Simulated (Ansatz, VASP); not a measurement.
Two plane-wave programs on TiO2

INCAR

```
PREC     = Accurate       # precision mode
ENCUT    = 520            # plane-wave cutoff, eV
EDIFF    = 1E-6           # SCF threshold, eV
ISMEAR   = 0              # smearing method
SIGMA    = 0.05           # smearing width, eV
LREAL    = False          # projectors in reciprocal space
LASPH    = True           # aspherical terms in the spheres
NELM     = 80             # most SCF steps
ALGO     = Normal         # electronic algorithm
ISIF     = 2              # what is computed and relaxed
LWAVE    = False          # write WAVECAR
LCHARG   = True           # write CHGCAR
GGA      = PS             # functional
LELF     = True           # ELF
LVHAR    = True         
NBANDS   = 33             # bands
```

KPOINTS

```
regular mesh
0
Gamma
  8 8 10
```

File POSCAR:

```
TiO2
1.0
    4.7206460701      0.0000000000      0.0000000000
    0.0000000000      4.7206460701      0.0000000000
    0.0000000000      0.0000000000      2.7800797470
Ti O
2 4
Direct
    0.0000000000      0.0000000000      0.0000000000
    0.5000000000      0.5000000000      0.5000000000
    0.3044387440      0.3044387440      0.0000000000
    0.1955612560      0.8044387440      0.5000000000
    0.6955612560      0.6955612560      0.0000000000
    0.8044387440      0.1955612560      0.5000000000
```

Input for Ansatz:

```yaml
crystal:
  lattice:
    - [4.7206460701, 0.0, 0.0]
    - [0.0, 4.7206460701, 0.0]
    - [0.0, 0.0, 2.780079747]
  atoms:
    - { symbol: Ti, position: [0.0, 0.0, 0.0] }
    - { symbol: Ti, position: [0.5, 0.5, 0.5] }
    - { symbol: O, position: [0.304438744, 0.304438744, 0.0] }
    - { symbol: O, position: [0.195561256, 0.804438744, 0.5] }
    - { symbol: O, position: [0.695561256, 0.695561256, 0.0] }
    - { symbol: O, position: [0.804438744, 0.195561256, 0.5] }
basis:
  ecutwfc: 420
  xc_grid: 4
kpoints:
  mp_grid: { grid: [8, 8, 10] }
hamiltonian:
  xc: pbesol
scf:
  occupations: { method: gaussian, width: 0.05 }
  lower_state_search: standard
output:
  forces: true
  eigenvalues: true
  stress: true
```

Alike in both runs: task single point; functional PBEsol; k mesh 8 × 8 × 10; occupations gaussian, width 0.05 eV; no spin polarisation.

|  | VASP | Ansatz |
| --- | --- | --- |
| version | VASP 6.6.1 | Ansatz 0.2.0 |
| potentials or method | VASP PAW PBE potentials, release 64 (Ti_sv, O), cutoff 520 eV | scalar-relativistic, plane waves, PAW |
| valence electrons in the cell | 48 | 48 |

```csv
,VASP,Ansatz,Ansatz less VASP
gap on the k mesh at the Fermi level (eV),1.96,1.98,+0.023
pressure (GPa),5.4,4.7,-0.67
"traceless stress, the component that is largest in VASP (GPa)",17.57,17.32,-0.250
rms of the force components (eV/Å),0.068,0.045,-0.0233
```

VASP's potentials were made for PBE, not for PBEsol. Atom by atom the forces differ by 0.023 eV/Å (rms over components). The functional is the same, so the differences come from potentials, cutoffs and numerics.
